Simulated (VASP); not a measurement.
The system is SiGe3.

```
Si Ge
1.0
     1.98389    1.14540    6.46719
    -1.98389    1.14540    6.46719
     0.00000   -2.29080    6.46719
Si Ge
1 3
Direct
  0.00009 0.00009 0.00009
  0.50005 0.50005 0.50005
  0.37341 0.37341 0.37341
  0.87646 0.87646 0.87646
```

Base run:

| Item | Value |
| --- | --- |
| Program | VASP 6.6.1 |
| Functional | r2SCAN |
| Potentials or basis | VASP PAW PBE potentials, release 64 (Si, Ge_d) |
| Cutoff | 520 eV |
| k mesh | 6 × 6 × 6 |
| Occupations | gaussian, width 0.01 eV |
| Spin | no spin polarisation |

Its results: band gap on the k mesh 0.64 eV, indirect (least direct gap 0.67 eV); pressure 0.0 GPa; largest force 0.010 eV/Å.

**Question.** The run is repeated on the same cell with these changes: functional from r2SCAN to PBE. What comes out?

**Answer.** Band gap on the k mesh 0.39 eV, indirect (the least direct gap lies 4.1 meV higher); pressure 2.6 GPa; largest force 0.060 eV/Å.

r2SCAN gives the wider gap, since meta-GGAs in the generalised Kohn-Sham scheme recover part of the derivative discontinuity.

Caveats: the PAW data sets were made with another functional, which shifts forces and pressure a little (some runs).

A k mesh can miss the band edges.
